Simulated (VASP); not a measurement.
**C: single point with LDA**

The system is C.

```xyz
12
Lattice="2.6666 0.0000 0.0000 -1.3333 2.3093 0.0000 0.0000 0.0000 12.4967" Properties=species:S:1:pos:R:3 pbc="T T T"
C     0.0000    0.0000    2.3351
C     0.0000    0.0000    8.5835
C     0.0000    0.0000    3.9132
C     0.0000    0.0000   10.1616
C     0.0000    1.5396    6.5079
C     1.3333    0.7698    0.2596
C     0.0000    1.5396   12.2371
C     1.3333    0.7698    5.9888
C     0.0000    1.5396    8.0611
C     1.3333    0.7698    1.8128
C     0.0000    1.5396   10.6839
C     1.3333    0.7698    4.4356
```

| Quantity | Value |
| --- | --- |
| Program | VASP 6.6.1 |
| Task | single point |
| Functional | LDA |
| Potentials or basis | VASP PAW LDA potentials, release 64 (C) |
| Cutoff | 520 eV |
| k mesh | 12 × 12 × 2 |
| Occupations | gaussian, width 0.05 eV |
| Spin | no spin polarisation |
| Dipole correction | no |
| Further INCAR settings | ALGO = Normal; EDIFF = 1e-07; NBANDS = 36 |

```yaml
Pressure: -51.4 GPa
Largest_force: 0.111 eV/Å
Band_gap_on_the_k_mesh: 3.62 eV, indirect (least direct gap 4.49 eV)
```

Forces in eV/Å, atoms in the order of the input:
```
C    0.000  0.000 -0.040
C    0.000  0.000 -0.040
C    0.000  0.000  0.040
C    0.000  0.000  0.040
C    0.000  0.000  0.025
C    0.000  0.000  0.025
C    0.000  0.000 -0.025
C    0.000  0.000 -0.025
C    0.000  0.000 -0.111
C    0.000  0.000 -0.111
C    0.000  0.000  0.111
C    0.000  0.000  0.111
```

Stress tensor (GPa, compression positive):
```
-66.46   0.00   0.00
  0.00 -66.46   0.00
  0.00   0.00 -21.18
```

Levels at points of the mesh, in eV from the valence-band top:
| k point | band 21 | band 22 | band 23 | band 24 | band 25 | band 26 | band 27 | band 28 |
| --- | --- | --- | --- | --- | --- | --- | --- | --- |
| (0.00, 0.00, 0.00) | -1.07 | -0.27 | 0.00 | 0.00 | 4.49 | 4.49 | 5.65 | 5.65 |
| (0.50, 0.00, 0.00) | -3.64 | -3.59 | -3.23 | -2.39 | 3.62 | 4.24 | 4.39 | 5.73 |
| (0.00, 0.00, 0.50) | -0.36 | -0.36 | -0.36 | -0.36 | 4.92 | 4.92 | 4.92 | 4.92 |
| (0.50, 0.00, 0.50) | -3.32 | -3.32 | -2.76 | -2.76 | 3.80 | 3.80 | 5.14 | 5.14 |

Wall time 3 min on 1 thread of AMD EPYC 7R13, on a shared host, peak memory 0.16 GiB.

A k mesh can miss the band edges. A hybrid or GW would open this gap; LDA tends to underestimate it.
